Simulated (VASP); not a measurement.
Set up this calculation in VASP 6.6.1, as the native input.

```
Task                   : single point
Functional             : PBEsol
Potentials or basis    : VASP PAW PBE potentials, release 64 (Al)
Cutoff                 : 520 eV
k mesh                 : 18 × 18 × 18
Occupations            : gaussian, width 0.1 eV
Spin                   : no spin polarisation
Dipole correction      : no
Further INCAR settings : ALGO = Normal; EDIFF = 1e-06; NBANDS = 8
```

The structure of Al lies in POSCAR:

```
Al
1.0
   -1.5567231036      1.5567231036      1.5567231036
    1.5567231036     -1.5567231036      1.5567231036
    1.5567231036      1.5567231036     -1.5567231036
Al
1
Direct
    0.0000000000      0.0000000000      0.0000000000
```

This cell differs from its parent crystal: volume scaled by 0.91.

One way to write it, as run:

INCAR

```
SYSTEM = Al
PREC = Accurate ; ENCUT = 520
EDIFF = 1E-6 ; ISMEAR = 0
SIGMA = 0.1 ; LREAL = .FALSE.
LASPH = .TRUE. ; NELM = 80
ALGO = Normal ; ISIF = 2
LWAVE = .FALSE. ; LCHARG = .TRUE.
GGA = PS ; LELF = .TRUE.
LVHAR = .TRUE. ; NBANDS = 8
```

KPOINTS

```
regular mesh
0
G
  18 18 18
  0 0 0
```

Potentials or basis: VASP PAW PBE potentials, release 64 (Al).

Run with:

```sh
$ cat potpaw_PBE.64/Al/POTCAR > POTCAR
$ mpirun -np 1 vasp_std > vasp.out
```

It gave:

```json
{
  "Pressure": "8.5 GPa"
}
```

Caveat: the PAW data sets were made with another functional, which shifts forces and pressure a little.

Run time: 9.1 s on 1 thread of Intel Xeon 6975P-C, on a shared host, peak memory 0.13 GiB.
